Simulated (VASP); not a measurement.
Here is a VASP 6.6.1 calculation.

Contents of INCAR:

```
PREC = Accurate
ENCUT = 520
EDIFF = 1E-6
ISMEAR = -1
SIGMA = 0.05
LREAL = F
LASPH = T
NELM = 100
ALGO = Normal
ISIF = 2
LWAVE = F
LCHARG = T
GGA = PE
LELF = T
LVHAR = T
NBANDS = 8
```

KPOINTS

```
regular mesh
0
Gamma
  14 14 14
```

The input POSCAR:

```
B
1.0
    1.8852400000      0.0000000000      0.0000000000
    0.0000000000      1.8852400000      0.0000000000
    0.0000000000      0.0000000000      1.8852400000
B
1
Direct
    0.5000000000      0.5000000000      0.5000000000
```

Potentials or basis: VASP PAW PBE potentials, release 64 (B).

Launch:

```bash
$ cat potpaw_PBE.64/B/POTCAR > POTCAR
$ mpirun -np 1 vasp_std > vasp.out
```

(1) Predict the pressure.

## Answers

(1) 0.4 GPa.
